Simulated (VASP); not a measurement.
# Ru (P6_3/mmc) in VASP: notebook

Runs on Ru. Level: r2SCAN. Tasks: single point.

All numbers are computed with VASP 6.6.1; they aren't measurements. Logs are shortened: lines on timing, memory, paths and dates and some standing lists are left out, and cuts for length are marked.

## Step 1: The cell of the first run

It takes space group P6_3/mmc (No. 194, hexagonal). The conventional cell has a = 2.706 Å, b = 2.706 Å, c = 4.258 Å, α = 90.00°, β = 90.00°, γ = 120.00°. Within 3.5 Å of Ru (site symmetry -6m2) lie 12 Ru at 2.64 to 2.71 Å.

## Step 2: Single point, r2SCAN

The input, POSCAR:

```
Ru
1.0
    2.7059477286      0.0000000000      0.0000000000
   -1.3529738643      2.3434194743      0.0000000000
    0.0000000000      0.0000000000      4.2579056527
Ru
2
Direct
    0.3333333333      0.6666666667      0.2500000000
    0.6666666667      0.3333333333      0.7500000000
```

The input, INCAR.step1:

```
SYSTEM = Ru
  PREC = Accurate
  ENCUT = 520
  ISMEAR = -1
  SIGMA = 0.1
  LREAL = .FALSE.
  LASPH = .TRUE.
  NELM = 80
  NBANDS = 21
  GGA = PE
  ALGO = Normal
  EDIFF = 1E-4
  LWAVE = .TRUE.
  LCHARG = .FALSE.
```

The input, INCAR.step2:

```
SYSTEM = Ru
  PREC = Accurate
  ENCUT = 520
  EDIFF = 1E-6
  ISMEAR = -1
  SIGMA = 0.1
  LREAL = .FALSE.
  LASPH = .TRUE.
  NELM = 80
  ALGO = Normal
  ISIF = 2
  LWAVE = .FALSE.
  LCHARG = .FALSE.
  METAGGA = R2SCAN
  LMIXTAU = .TRUE.
  NBANDS = 21
  ISTART = 1
```

The input, KPOINTS:

```
regular mesh
0
G
  7 7 4
  0 0 0
```

Potentials or basis: VASP PAW PBE potentials, release 64 (Ru_pv).

On the command line:

```console
cat potpaw_PBE.64/Ru_pv/POTCAR > POTCAR
cp INCAR.step1 INCAR
mpirun -np 1 vasp_std > vasp.out
cp INCAR.step2 INCAR
mpirun -np 1 vasp_std > vasp.out
```

OUTCAR:

```text
SYSTEM = Ru
   PREC = Accurate
   ENCUT = 520
   EDIFF = 1E-6
   ISMEAR = -1
   LREAL = .FALSE.
   LASPH = .TRUE.
   NELM = 80
   ISIF = 2
   METAGGA = R2SCAN
   ISTART = 1

 ion  position               nearest neighbor table
   1  0.333  0.667  0.250-   2 2.64   2 2.64   2 2.64   2 2.64   2 2.64   2 2.64
   2  0.667  0.333  0.750-   1 2.64   1 2.64   1 2.64   1 2.64   1 2.64   1 2.64

  LATTYP: Found a hexagonal cell.
 ALAT       =     2.7059477286
 C/A-ratio  =     1.5735358107

  Lattice vectors:

 A1 = (   2.7059477286,   0.0000000000,   0.0000000000)
 A2 = (  -1.3529738643,   2.3434194743,   0.0000000000)
 A3 = (   0.0000000000,   0.0000000000,   4.2579056527)

Analysis of symmetry for initial positions (statically):
=====================================================================
 Subroutine PRICEL returns:
 Original cell was already a primitive cell.

 Routine SETGRP: Setting up the symmetry group for a
 hexagonal supercell.

 Subroutine GETGRP returns: Found 24 space group operations
 (whereof 12 operations were pure point group operations)
 out of a pool of 24 trial point group operations.

The static configuration has the point symmetry D_3d.
 The point group associated with its full space group is D_6h.

Analysis of symmetry for dynamics (positions and initial velocities):
=====================================================================
 Subroutine PRICEL returns:
 Original cell was already a primitive cell.

 Routine SETGRP: Setting up the symmetry group for a
 hexagonal supercell.

 Subroutine GETGRP returns: Found 24 space group operations
 (whereof 12 operations were pure point group operations)
 out of a pool of 24 trial point group operations.

The dynamic configuration has the point symmetry D_3d.
 The point group associated with its full space group is D_6h.

 Subroutine INISYM returns: Found 24 space group operations
 (whereof 12 operations are pure point group operations),
 and found     1 'primitive' translations

----------------------------------------------------------------------------------------

                                     Primitive cell

  volume of cell :      27.0001

  direct lattice vectors                    reciprocal lattice vectors
     2.705947729  0.000000000  0.000000000     0.369556289  0.213363423  0.000000000
    -1.352973864  2.343419474  0.000000000     0.000000000  0.426726846  0.000000000
     0.000000000  0.000000000  4.257905653     0.000000000  0.000000000  0.234857247

  length of vectors
     2.705947729  2.705947729  4.257905653     0.426726846  0.426726846  0.234857247

  position of ions in fractional coordinates (direct lattice)
     0.333333333  0.666666667  0.250000000
     0.666666667  0.333333333  0.750000000

  ion indices of the primitive-cell ions
   primitive index   ion index
                 1           1
                 2           2

----------------------------------------------------------------------------------------

 KPOINTS: regular mesh

Automatic generation of k-mesh.
 Grid dimensions read from file:
 generate k-points for:    7    7    4

 Generating k-lattice:

  Cartesian coordinates                     Fractional coordinates (reciprocal lattice)
     0.052793756  0.030480489  0.000000000     0.142857143  0.000000000  0.000000000
     0.000000000  0.060960978  0.000000000     0.000000000  0.142857143  0.000000000
     0.000000000  0.000000000  0.058714312     0.000000000  0.000000000  0.250000000

  Length of vectors
     0.060960978  0.060960978  0.058714312

  Shift w.r.t. Gamma in fractional coordinates (k-lattice)
     0.000000000  0.000000000  0.000000000

 Subroutine IBZKPT returns following result:
 ===========================================

 Found     24 irreducible k-points:

 Following reciprocal coordinates:
            Coordinates               Weight
  0.000000  0.000000  0.000000      1.000000
  0.142857  0.000000  0.000000      6.000000
  0.285714  0.000000  0.000000      6.000000
  0.428571  0.000000  0.000000      6.000000
  0.142857  0.142857  0.000000      6.000000
  0.285714  0.142857  0.000000     12.000000
[... 16 lines left out ...]
  0.428571  0.142857  0.500000      6.000000
  0.285714  0.285714  0.500000      6.000000
   k-points           NKPTS =     24   k-points in BZ     NKDIM =     24   number of bands    NBANDS=     21
   number of dos      NEDOS =    301   number of ions     NIONS =      2
   total plane-waves  NPLWV =  12800
   dimension x,y,z NGX =    20 NGY =   20 NGZ =   32
   dimension x,y,z NGXF=    40 NGYF=   40 NGZF=   64
   ions per type =               2
   NGX,Y,Z   is equivalent  to a cutoff of  12.29, 12.29, 12.49 a.u.
   NGXF,Y,Z  is equivalent  to a cutoff of  24.57, 24.57, 24.99 a.u.
 SYSTEM =  Ru
   PREC   = accura    normal or accurate (medium, high low for compatibility)
   ISTART =      1    job   : 0-new  1-cont  2-samecut
   ICHARG =      0    charge: 1-file 2-atom 10-const
   ISPIN  =      1    spin polarized calculation?
   LNONCOLLINEAR =      F non collinear calculations
   LSORBIT =      F    spin-orbit coupling
   LASPH  =      T    aspherical Exc in radial PAW
   ENCUT  =  520.0 eV  38.22 Ry    6.18 a.u.   5.03  5.03  7.92*2*pi/ulx,y,z
   NELM   =     80;   NELMIN=  2; NELMDL=  0     # of ELM steps
   EDIFF  = 0.1E-05   stopping-criterion for ELM
   LREAL  =      F    real-space projection
   EDIFFG = 0.1E-04   stopping-criterion for IOM
   NSW    =      0    number of steps for IOM
   IBRION =     -1    ionic relax: 0-MD 1-quasi-New 2-CG
   NFREE  =      0    steps in history (QN), initial steepest desc. (CG)
   ISIF   =      2    stress and relaxation
   ISYM   =      2    0-nonsym 1-usesym 2-fastsym
   POTIM  = 0.5000    time-step for ionic-motion
   TEBEG  =    0.0;   TEEND  =   0.0 temperature during run
   PSTRESS=    0.0 pullay stress
   NELECT =      28.0000    total number of electrons
   NUPDOWN=      -1.0000    fix difference up-down
   EMIN   =  10.00;   EMAX   =-10.00  energy-range for DOS
   EFERMI =   0.00;   METHOD = LEGACY
   ISMEAR =    -1;   SIGMA  =   0.10  broadening in eV -4-tet -1-fermi 0-gaus
   EFERMI_NEDOS =   21; number of points for ismear=-14 and -15
   IALGO  =     38    algorithm
   IMIX   =      4    mixing-type and parameters
     AMIX     =   0.40;   BMIX     =  1.00
     AMIX_MAG =   1.60;   BMIX_MAG =  1.00
  volume/ion in A,a.u.               =      13.50        91.10
  Fermi-wavevector in a.u.,A,eV,Ry     =   1.657063  3.131395 37.359663  2.745858
  Thomas-Fermi vector in A             =   2.744880
   LORBIT       =      0    0 simple, 1 ext, 2 COOP (PROOUT), +10 PAW based schemes
   METAGGA = R2SCAN    functional components
   LHFCALC =     F    Hartree Fock is set to
   AEXX    =    0.0000 exact exchange contribution
   IVDW    =     0    specifies the selected vdW correction
   LEPSILON=     F    determine dielectric tensor
   LRPA    =     F    only Hartree local field effects (RPA)
 non-spin polarized calculation
  energy-cutoff  :      520.00
  volume of cell :       27.00
 maximum number of plane-waves:       744
 NGX is ok and might be reduce to    20
   NGX =  9   NGY =  9   NGZ = 15

 number of electron      28.0000003 magnetization

 Free energy of the ion-electron system (eV)
  ---------------------------------------------------
  ext. energy  EPLUGINS =         0.00000000
  ---------------------------------------------------
  free energy    TOTEN  =       -50.83540413 eV

  energy without entropy =      -50.75432834  energy(sigma->0) =      -50.79486624

 E-fermi :  12.8753     XC(G=0): -15.4389

 val. band max:       12.8168175222   @ k =   0.1429   0.1429   0.2500
 cond. band min:      12.8782141513   @ k =   0.2857   0.1429   0.0000
 fundamental gap:      0.0613966292
 Fermi energy:        12.8753233311

 k-point     1 :       0.0000    0.0000    0.0000
  band No.  band energies     occupation
      1     -32.2879      2.00000
      2     -31.2172      2.00000
      3     -31.2172      2.00000
      4     -31.0250      2.00000
      5     -31.0250      2.00000
      6     -31.0159      2.00000
[... 13 lines left out ...]
     20      21.2924      0.00000
     21      23.8301      0.00000

 k-point     2 :       0.1429    0.0000    0.0000
  band No.  band energies     occupation
      1     -32.2131      2.00000
      2     -31.3696      2.00000
      3     -31.2682      2.00000
      4     -31.1827      2.00000
      5     -31.0525      2.00000
      6     -31.0459      2.00000
[... 13 lines left out ...]
     20      21.2924      0.00000
     21      23.7008      0.00000

 k-point     3 :       0.2857    0.0000    0.0000
  band No.  band energies     occupation
      1     -32.0184      2.00000
      2     -31.7121      2.00000
      3     -31.5193      2.00000
      4     -31.3757      2.00000
      5     -31.1608      2.00000
      6     -31.0985      2.00000
[... 13 lines left out ...]
     20      21.5899      0.00000
     21      23.3695      0.00000

 k-point     4 :       0.4286    0.0000    0.0000
  band No.  band energies     occupation
      1     -31.9857      2.00000
      2     -31.8007      2.00000
      3     -31.7738      2.00000
      4     -31.4572      2.00000
      5     -31.3086      2.00000
      6     -31.1438      2.00000
[... 13 lines left out ...]
     20      21.2924      0.00000
     21      24.3025      0.00000

 k-point     5 :       0.1429    0.1429    0.0000
  band No.  band energies     occupation
      1     -32.0776      2.00000
      2     -31.5588      2.00000
      3     -31.5059      2.00000
      4     -31.2901      2.00000
      5     -31.1256      2.00000
      6     -31.1221      2.00000
[... 13 lines left out ...]
     20      21.2923      0.00000
     21      23.5212      0.00000
[... 382 lines left out ...]
     20      21.2923      0.00000
     21      29.3498      0.00000

 k-point    22 :       0.2857    0.1429    0.5000
  band No.  band energies     occupation
      1     -32.0007      2.00000
      2     -32.0007      2.00000
      3     -31.4283      2.00000
      4     -31.4283      2.00000
      5     -31.2403      2.00000
      6     -31.2403      2.00000
[... 13 lines left out ...]
     20      21.2924      0.00000
     21      26.7458      0.00000

 k-point    23 :       0.4286    0.1429    0.5000
  band No.  band energies     occupation
      1     -32.0908      2.00000
      2     -32.0908      2.00000
      3     -31.4806      2.00000
      4     -31.4806      2.00000
      5     -31.2398      2.00000
      6     -31.2398      2.00000
[... 13 lines left out ...]
     20      21.2923      0.00000
     21      24.1382      0.00000

 k-point    24 :       0.2857    0.2857    0.5000
  band No.  band energies     occupation
      1     -32.0124      2.00000
      2     -32.0124      2.00000
      3     -31.6209      2.00000
      4     -31.6209      2.00000
      5     -31.2183      2.00000
      6     -31.2183      2.00000
[... 13 lines left out ...]
     20      21.2923      0.00000
     21      25.4012      0.00000

------------------------ aborting loop because EDIFF is reached ----------------------------------------

  FORCE on cell =-STRESS in cart. coord.  units (eV):
  Direction    XX          YY          ZZ          XY          YZ          ZX
  --------------------------------------------------------------------------------------
  -------------------------------------------------------------------------------------
  Total        0.5563530      0.5563530     -0.0457026      0.0000000     -0.0000000      0.0000000
  in kB       33.0138013     33.0138013     -2.7119791      0.0000000     -0.0000000      0.0000000
  external PRESSURE =      21.1052079 kB  Pullay stress =       0.0000000 kB

 VOLUME and BASIS-vectors are now :
 -----------------------------------------------------------------------------
  energy-cutoff  :      520.00
  volume of cell :       27.00
      direct lattice vectors                 reciprocal lattice vectors
     2.705947729  0.000000000  0.000000000     0.369556289  0.213363423  0.000000000
    -1.352973864  2.343419474  0.000000000     0.000000000  0.426726846  0.000000000
     0.000000000  0.000000000  4.257905653     0.000000000  0.000000000  0.234857247

 POSITION                                       TOTAL-FORCE (eV/Angst)
 -----------------------------------------------------------------------------------
     -0.00000      1.56228      1.06448        -0.000000      0.000000      0.000000
      1.35297      0.78114      3.19343         0.000000     -0.000000      0.000000
 -----------------------------------------------------------------------------------
    total drift:                               -0.000000      0.000000     -0.000000

  FREE ENERGIE OF THE ION-ELECTRON SYSTEM (eV)
  ---------------------------------------------------
  free  energy   TOTEN  =       -50.8354041317 eV

  energy  without entropy=      -50.7543283447  energy(sigma->0) =      -50.79486624
```

Wall time 28 s (1 thread of Intel Xeon 6975P-C (Granite Rapids), shared host); peak memory 0.14 GiB.

Results:

* Free energy: -50.8354 eV
* Pressure: 2.1 GPa
* Band gap on the k mesh: zero (band 14 reaches 14.22 eV, above the bottom of band 15 at 11.32 eV)

Levels at points of the mesh, in eV from the Fermi level:
```
           k point  band 11  band 12  band 13  band 14  band 15  band 16  band 17  band 18
(0.00, 0.00, 0.00)    -2.53    -2.02    -2.02    -1.55    -1.55     1.21     1.21     1.37
(0.00, 0.00, 0.50)    -2.94    -2.94    -2.87    -2.87     0.55     0.55     0.55     0.55
```

Caveat: the k points lie up to 0.38 Å⁻¹ apart; the PAW data sets were made with another functional, which shifts forces and pressure a little.

(Continued in part 2 of 3.)
